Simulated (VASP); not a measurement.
# Al4As3 in VASP: relaxation of the atoms with PBEsol

Aim: the relaxation of the atoms of Al4As3 with PBEsol.

All numbers are computed with VASP 6.6.1; they aren't measurements. Logs are shortened: lines on timing, memory, paths and dates and some standing lists are left out, and cuts for length are marked.

**1. The cell of the first run**

The cell holds a slab with vacuum, 7 atoms: a = 4.013 Å, b = 4.013 Å, c = 23.512 Å, α = 90.00°, β = 90.00°, γ = 90.00°.

**2. Relaxation of the atoms, PBEsol**

Input file INCAR:

```
SYSTEM = Al4As3
PREC = Accurate ; ENCUT = 450
EDIFF = 1E-7 ; ISMEAR = 0
SIGMA = 0.05 ; LREAL = .FALSE.
LASPH = .TRUE. ; NELM = 120
ALGO = Normal ; ISIF = 2
LWAVE = .FALSE. ; LCHARG = .FALSE.
LDIPOL = .TRUE. ; IDIPOL = 3
DIPOL = 0.5 0.5 0.500 ; GGA = PS
IBRION = 2 ; NSW = 80
EDIFFG = -0.02 ; GGA_COMPAT = .FALSE.
NELMIN = 4 ; NELMDL = -8
```

Input file KPOINTS:

```
Automatic mesh
0
G
  7 7 1
  0 0 0
```

Input file POSCAR:

```
Al4As3
1.0
    4.0125456552      0.0000000000      0.0000000000
    0.0000000000      4.0125456552      0.0000000000
    0.0000000000      0.0000000000     23.5118947277
Al As
4 3
Direct
    0.5000000000      0.5000000000      0.3189874779
    0.0000000000      0.0000000000      0.4396624926
    0.5000000000      0.5000000000      0.5603375074
    0.0000000000      0.0000000000      0.6810125221
    0.5000000000      0.0000000000      0.3793249853
    0.0000000000      0.5000000000      0.5000000000
    0.5000000000      0.0000000000      0.6206750147
```

Potentials or basis: VASP PAW PBE potentials, release 64 (Al, As).

Launch:

```
$ cat potpaw_PBE.64/Al/POTCAR potpaw_PBE.64/As/POTCAR > POTCAR
$ mpirun -np 1 vasp_std > vasp.out
```

OUTCAR:

```text
SYSTEM = Al4As3
   PREC = Accurate
   ENCUT = 450
   EDIFF = 1E-7
   ISMEAR = 0
   LREAL = .FALSE.
   LASPH = .TRUE.
   NELM = 120
   ISIF = 2
   GGA = PS
   IBRION = 2
   NSW = 80
   EDIFFG = -0.02
   NELMIN = 4
   NELMDL = -8

 ion  position               nearest neighbor table
   1  0.500  0.500  0.319-   5 2.46   5 2.46
   2  0.000  0.000  0.440-   5 2.46   5 2.46   6 2.46   6 2.46
   3  0.500  0.500  0.560-   7 2.46   7 2.46   6 2.46   6 2.46
   4  0.000  0.000  0.681-   7 2.46   7 2.46
   5  0.500  0.000  0.379-   2 2.46   2 2.46   1 2.46   1 2.46
   6  0.000  0.500  0.500-   2 2.46   3 2.46   2 2.46   3 2.46
   7  0.500  0.000  0.621-   3 2.46   3 2.46   4 2.46   4 2.46

  LATTYP: Found a simple tetragonal cell.
 ALAT       =     4.0125456552
 C/A-ratio  =     5.8595955655

  Lattice vectors:

 A1 = (   4.0125456552,   0.0000000000,   0.0000000000)
 A2 = (   0.0000000000,   4.0125456552,   0.0000000000)
 A3 = (   0.0000000000,   0.0000000000,  23.5118947277)

Analysis of symmetry for initial positions (statically):
=====================================================================
 Subroutine PRICEL returns:
 Original cell was already a primitive cell.

 Routine SETGRP: Setting up the symmetry group for a
 simple tetragonal supercell.

 Subroutine GETGRP returns: Found  8 space group operations
 (whereof  4 operations were pure point group operations)
 out of a pool of 16 trial point group operations.

The static configuration has the point symmetry C_2v.
 The point group associated with its full space group is D_2d.

Analysis of symmetry for dynamics (positions and initial velocities):
=====================================================================
 Subroutine PRICEL returns:
 Original cell was already a primitive cell.

 Routine SETGRP: Setting up the symmetry group for a
 simple tetragonal supercell.

 Subroutine GETGRP returns: Found  8 space group operations
 (whereof  4 operations were pure point group operations)
 out of a pool of 16 trial point group operations.

The dynamic configuration has the point symmetry C_2v.
 The point group associated with its full space group is D_2d.

 Subroutine INISYM returns: Found  8 space group operations
 (whereof  4 operations are pure point group operations),
 and found     1 'primitive' translations

----------------------------------------------------------------------------------------

                                     Primitive cell

  volume of cell :     378.5538

  direct lattice vectors                    reciprocal lattice vectors
     4.012545655  0.000000000  0.000000000     0.249218348  0.000000000  0.000000000
     0.000000000  4.012545655  0.000000000     0.000000000  0.249218348  0.000000000
     0.000000000  0.000000000 23.511894728     0.000000000  0.000000000  0.042531664

  length of vectors
     4.012545655  4.012545655 23.511894728     0.249218348  0.249218348  0.042531664

  position of ions in fractional coordinates (direct lattice)
     0.500000000  0.500000000  0.318987478
     0.000000000  0.000000000  0.439662493
     0.500000000  0.500000000  0.560337507
     0.000000000  0.000000000  0.681012522
     0.500000000  0.000000000  0.379324985
     0.000000000  0.500000000  0.500000000
     0.500000000  0.000000000  0.620675015

  ion indices of the primitive-cell ions
   primitive index   ion index
                 1           1
                 2           2
                 3           3
                 4           4
                 5           5
                 6           6
                 7           7

----------------------------------------------------------------------------------------

 KPOINTS: Automatic mesh

Automatic generation of k-mesh.
 Grid dimensions read from file:
 generate k-points for:    7    7    1

 Generating k-lattice:

  Cartesian coordinates                     Fractional coordinates (reciprocal lattice)
     0.035602621  0.000000000  0.000000000     0.142857143  0.000000000  0.000000000
     0.000000000  0.035602621  0.000000000     0.000000000  0.142857143  0.000000000
     0.000000000  0.000000000  0.042531664     0.000000000  0.000000000  1.000000000

  Length of vectors
     0.035602621  0.035602621  0.042531664

  Shift w.r.t. Gamma in fractional coordinates (k-lattice)
     0.000000000  0.000000000  0.000000000

 Subroutine IBZKPT returns following result:
 ===========================================

 Found     10 irreducible k-points:

 Following reciprocal coordinates:
            Coordinates               Weight
  0.000000  0.000000  0.000000      1.000000
  0.142857  0.000000  0.000000      4.000000
  0.285714  0.000000  0.000000      4.000000
  0.428571  0.000000  0.000000      4.000000
  0.142857  0.142857  0.000000      4.000000
  0.285714  0.142857  0.000000      8.000000
  0.428571  0.142857  0.000000      8.000000
  0.285714  0.285714  0.000000      4.000000
  0.428571  0.285714  0.000000      8.000000
  0.428571  0.428571  0.000000      4.000000
   k-points           NKPTS =     10   k-points in BZ     NKDIM =     10   number of bands    NBANDS=     17
   number of dos      NEDOS =    301   number of ions     NIONS =      7
   total plane-waves  NPLWV = 131712
   dimension x,y,z NGX =    28 NGY =   28 NGZ =  168
   dimension x,y,z NGXF=    56 NGYF=   56 NGZF=  336
   ions per type =               4   3
   NGX,Y,Z   is equivalent  to a cutoff of  11.60, 11.60, 11.88 a.u.
   NGXF,Y,Z  is equivalent  to a cutoff of  23.20, 23.20, 23.76 a.u.
 SYSTEM =  Al4As3
   PREC   = accura    normal or accurate (medium, high low for compatibility)
   ISTART =      0    job   : 0-new  1-cont  2-samecut
   ICHARG =      2    charge: 1-file 2-atom 10-const
   ISPIN  =      1    spin polarized calculation?
   LNONCOLLINEAR =      F non collinear calculations
   LSORBIT =      F    spin-orbit coupling
   LASPH  =      T    aspherical Exc in radial PAW
   ENCUT  =  450.0 eV  33.07 Ry    5.75 a.u.   6.94  6.94 40.67*2*pi/ulx,y,z
   NELM   =    120;   NELMIN=  4; NELMDL= -8     # of ELM steps
   EDIFF  = 0.1E-06   stopping-criterion for ELM
   LREAL  =      F    real-space projection
   EDIFFG = -.2E-01   stopping-criterion for IOM
   NSW    =     80    number of steps for IOM
   IBRION =      2    ionic relax: 0-MD 1-quasi-New 2-CG
   NFREE  =      1    steps in history (QN), initial steepest desc. (CG)
   ISIF   =      2    stress and relaxation
   ISYM   =      2    0-nonsym 1-usesym 2-fastsym
   POTIM  = 0.5000    time-step for ionic-motion
   TEBEG  =    0.0;   TEEND  =   0.0 temperature during run
   PSTRESS=    0.0 pullay stress
   NELECT =      27.0000    total number of electrons
   NUPDOWN=      -1.0000    fix difference up-down
   EMIN   =  10.00;   EMAX   =-10.00  energy-range for DOS
   EFERMI =   0.00;   METHOD = LEGACY
   ISMEAR =     0;   SIGMA  =   0.05  broadening in eV -4-tet -1-fermi 0-gaus
   EFERMI_NEDOS =   21; number of points for ismear=-14 and -15
   IALGO  =     38    algorithm
   IMIX   =      4    mixing-type and parameters
     AMIX     =   0.40;   BMIX     =  1.00
     AMIX_MAG =   1.60;   BMIX_MAG =  1.00
  volume/ion in A,a.u.               =      54.08       364.94
  Fermi-wavevector in a.u.,A,eV,Ry     =   0.678923  1.282978  6.271412  0.460936
  Thomas-Fermi vector in A             =   1.756969
   LORBIT       =      0    0 simple, 1 ext, 2 COOP (PROOUT), +10 PAW based schemes
   GGA     = PS    functional components
   LHFCALC =     F    Hartree Fock is set to
   AEXX    =    0.0000 exact exchange contribution
   IVDW    =     0    specifies the selected vdW correction
   LEPSILON=     F    determine dielectric tensor
   LRPA    =     F    only Hartree local field effects (RPA)
 conjugate gradient relaxation of ions
 non-spin polarized calculation
 Gauss-broadening in eV      SIGMA  =   0.05
  energy-cutoff  :      450.00
  volume of cell :      378.55
 maximum number of plane-waves:      8244
 NGX is ok and might be reduce to    28
   NGX = 13   NGY = 13   NGZ = 81

--------------------------------------- Ionic step        1  -------------------------------------------

 number of electron      27.0000006 magnetization

 Free energy of the ion-electron system (eV)
  ---------------------------------------------------
  ext. energy  EPLUGINS =         0.00000000
  ---------------------------------------------------
  free energy    TOTEN  =       -30.20344123 eV

  energy without entropy =      -30.18819451  energy(sigma->0) =      -30.19581787

------------------------ aborting loop because EDIFF is reached ----------------------------------------

  FORCE on cell =-STRESS in cart. coord.  units (eV):
  Direction    XX          YY          ZZ          XY          YZ          ZX
  --------------------------------------------------------------------------------------
  -------------------------------------------------------------------------------------
  Total       -0.6720669     -0.6720669      1.2294606      0.0000000      0.0000000      0.0000000
  in kB       -2.8444314     -2.8444314      5.2035246      0.0000000      0.0000000      0.0000000
  external PRESSURE =      -0.1617794 kB  Pullay stress =       0.0000000 kB
[... 104 lines left out ...]
  FREE ENERGIE OF THE ION-ELECTRON SYSTEM (eV)
  ---------------------------------------------------
  free  energy   TOTEN  =       -30.2188970751 eV

  energy  without entropy=      -30.2033564865  energy(sigma->0) =      -30.21112678

 dipolmoment           0.000000      0.000000      0.000000 electrons x Angstroem

[... ionic steps 4 to 7 ...]

--------------------------------------- Ionic step        8  -------------------------------------------

 number of electron      27.0000002 magnetization

------------------------ aborting loop because EDIFF is reached ----------------------------------------
[... 77 lines left out ...]
--------------------------------------- Ionic step       10  -------------------------------------------

 number of electron      27.0000003 magnetization

 dipolmoment           0.000000      0.000000     -0.000000 electrons x Angstroem

 Free energy of the ion-electron system (eV)
  ---------------------------------------------------
  ext. energy  EPLUGINS =         0.00000000
  ---------------------------------------------------
  free energy    TOTEN  =       -30.22653938 eV

  energy without entropy =      -30.21271622  energy(sigma->0) =      -30.21962780

 E-fermi :  -0.7868     XC(G=0):  -4.7184

 val. band max:       -0.7890358983   @ k =   0.4286   0.0000   0.0000
 cond. band min:      -0.7838223127   @ k =   0.2857   0.0000   0.0000
 fundamental gap:      0.0052135856
 Fermi energy:        -0.7867665551

 k-point     1 :       0.0000    0.0000    0.0000
  band No.  band energies     occupation
      1     -13.0335      2.00000
      2     -12.4067      2.00000
      3     -11.7046      2.00000
      4      -6.5957      2.00000
      5      -5.6166      2.00000
      6      -3.9648      2.00000
[... 179 lines left out ...]
      6      -5.6949      2.00000
[... 9 lines left out ...]
     16      -0.2509      0.00000
     17       0.7903      0.00000

------------------------ aborting loop because EDIFF is reached ----------------------------------------

 vacuum level on the upper side and lower side of the slab       (xc-potential included)        -0.102        -0.102

  FORCE on cell =-STRESS in cart. coord.  units (eV):
  Direction    XX          YY          ZZ          XY          YZ          ZX
  --------------------------------------------------------------------------------------
  -------------------------------------------------------------------------------------
  Total       -1.3734634     -1.3734634     -0.0200127      0.0000000      0.0000000      0.0000000
  in kB       -5.8129965     -5.8129965     -0.0847009      0.0000000      0.0000000      0.0000000
  external PRESSURE =      -3.9035646 kB  Pullay stress =       0.0000000 kB
[... 22 lines left out ...]
  FREE ENERGIE OF THE ION-ELECTRON SYSTEM (eV)
  ---------------------------------------------------
  free  energy   TOTEN  =       -30.2265393795 eV

  energy  without entropy=      -30.2127162236  energy(sigma->0) =      -30.21962780

 reached required accuracy - stopping structural energy minimisation

 vacuum level on the upper side and lower side of the slab         3.898         3.898
```

Run time: 6.2 min. Hardware: 1 thread of AMD EPYC 7R43 (Zen 3), shared host; peak memory 0.36 GiB.

Results:

* Free energy: -30.2265 eV
* Energy gained by relaxing: 3.3 meV/atom
* Ionic steps: 10
* Largest force after relaxing: 0.018 eV/Å
* Band gap on the k mesh: zero (an odd number of electrons rules out a gap without spin polarisation)

Forces on the atoms (eV/Å):
```
Al   0.000  0.000 -0.005
Al   0.000  0.000 -0.018
Al   0.000  0.000  0.018
Al   0.000  0.000  0.005
As   0.000  0.000  0.017
As   0.000  0.000  0.000
As   0.000  0.000 -0.017
```

The path:
```tsv
step	energy change (eV)	largest force (eV/Å)	pressure (GPa)
1	0.0000	0.3048	-0.02
2	-0.0104	0.1931	-0.06
3	-0.0155	0.1185	-0.11
4	-0.0179	0.0600	-0.14
5	-0.0183	0.0758	-0.15
6	-0.0195	0.0668	-0.19
7	-0.0219	0.0406	-0.28
8	-0.0218	0.0715	-0.47
9	-0.0227	0.0450	-0.37
10	-0.0231	0.0176	-0.39
```

Final structure:
```xyz
7
Lattice="4.0125 0.0000 0.0000 0.0000 4.0125 0.0000 0.0000 0.0000 23.5119" Properties=species:S:1:pos:R:3 pbc="T T T"
Al    2.0063    2.0063    7.4058
Al    0.0000    0.0000   10.3362
Al    2.0063    2.0063   13.1757
Al    0.0000    0.0000   16.1061
As    2.0063    0.0000    8.8992
As    0.0000    2.0063   11.7559
As    2.0063    0.0000   14.6127
```

Caveat: the PAW data sets were made with another functional, which shifts forces and pressure a little; an odd number of electrons without spin polarisation forces a metal; a magnetic or distorted state may lie lower.
